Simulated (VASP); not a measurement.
Input of a VASP 6.6.1 run:

File INCAR:

```
SYSTEM = CdPd
PREC = Accurate
ENCUT = 520
EDIFF = 1E-8
ISMEAR = -1
SIGMA = 0.15
LREAL = .False.
LASPH = .True.
NELM = 60
ALGO = Fast
ISIF = 2
LWAVE = .False.
LCHARG = .False.
LEFG = .True.
NBANDS = 18
```

The input KPOINTS:

```
regular mesh
0
Gamma
  14 14 12
  0 0 0
```

The input POSCAR:

```
CdPd
1.0
    2.9688783375      0.0000000000      0.0000000000
    0.0000000000      2.9688783375      0.0000000000
    0.0000000000      0.0000000000      3.6136401709
Cd Pd
1 1
Direct
    0.0000000000      0.0000000000      0.0000000000
    0.5000000000      0.5000000000      0.5000000000
```

Potentials or basis: VASP PAW LDA potentials, release 64 (Cd, Pd).

Command:

```sh
$ cat potpaw_LDA.64/Cd/POTCAR potpaw_LDA.64/Pd/POTCAR > POTCAR
$ mpirun -np 1 vasp_std > vasp.out
```

**Question.** Predict the pressure.

**Answer.** 1.6 GPa.

**Question.** Predict the band gap on the k mesh.

**Answer.** Zero (bands 11 and 12 overlap by 5.80 eV).

Stress tensor (GPa, compression positive):
```
1.51 0.00 0.00
0.00 1.51 0.00
0.00 0.00 1.66
```

Caveat: without QUAD_EFG the Cq values of the log hold for a quadrupole moment of 1 mb, not for the nuclei.
